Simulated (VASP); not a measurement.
Crystal: AlFe3B.

```
Fe Al B
1.0
     3.82232    0.00000    0.00000
     0.00000    3.82232    0.00000
     0.00000    0.00000    3.82232
Fe Al B
3 1 1
Cartesian
  0.0000 0.0000 1.9112
  0.0000 1.9112 0.0000
  1.9112 0.0000 0.0000
  1.9112 1.9112 1.9112
  0.0000 0.0000 0.0000
```

```yaml
Program: VASP 6.6.1
Task: relaxation of cell and atoms
Functional: LDA
Potentials_or_basis: VASP PAW LDA potentials, release 64 (Fe, Al, B)
Cutoff: 600 eV
k_mesh: 7 × 7 × 7
Occupations: fermi-dirac, width 0.05 eV
Spin: collinear spin, ferromagnetic start
Starting_moments: "[3.0, 3.0, 3.0, 0.0, 0.0] μB"
```

At the start: pressure -13.3 GPa; volume 11.17 Å³/atom.

Question: How do energy, volume and symmetry change on relaxing?

Answer: Over 4 steps the energy falls by 35.2 meV/atom and the volume is 10.31 Å³/atom (-7.7 %); space group Pm-3m (No. 221, to 0.05 Å); moment 2.65 μB per cell.

The path:
```
step  energy change (eV)  largest force (eV/Å)  pressure (GPa)  volume (Å³)
   1              0.0000                0.0000          -13.29        55.84
   2             -0.0569                0.0000           14.34        48.68
   3             -0.1753                0.0000           -0.88        51.74
   4             -0.1759                0.0000           -0.09        51.55
```

Final structure:
```
Fe Al B
1.0
     3.72166    0.00000    0.00000
     0.00000    3.72166    0.00000
     0.00000    0.00000    3.72166
Fe Al B
3 1 1
Cartesian
  0.0000 0.0000 1.8608
  0.0000 1.8608 0.0000
  1.8608 0.0000 0.0000
  1.8608 1.8608 1.8608
  0.0000 0.0000 0.0000
```
